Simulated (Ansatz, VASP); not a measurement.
## One calculation of NaH, two programs

```
Na H
1.0
     4.01284    0.00000    0.00000
    -2.00642    3.47522    0.00000
     0.00000    0.00000    4.92470
Na H
2 2
Direct
  0.33333 0.66667 0.25000
  0.66667 0.33333 0.75000
  0.66667 0.33333 0.25000
  0.33333 0.66667 0.75000
```

Alike in both runs: task single point; functional PBE; k mesh 6 × 6 × 4; no spin polarisation.

|  | VASP | Ansatz |
| --- | --- | --- |
| version | VASP 6.6.1 | Ansatz 0.2.0 |
| potentials or method | VASP PAW PBE potentials, release 64 (Na_pv, H) | plane waves, PAW |
| plane-wave cutoff (eV) | 520 | 420 |
| occupations | gaussian, width 0.01 eV | fixed |
| valence electrons in the cell | 16 | 20 |

|  | VASP | Ansatz | Ansatz less VASP |
| --- | --- | --- | --- |
| gap on the k mesh at the Fermi level (eV) | 3.34 | 3.34 | -0.002 |
| pressure (GPa) | -0.6 | -0.5 | +0.04 |

VASP's potentials hold 16 valence electrons a cell and Ansatz's 20, so a difference there can come from the potentials and not from the codes.
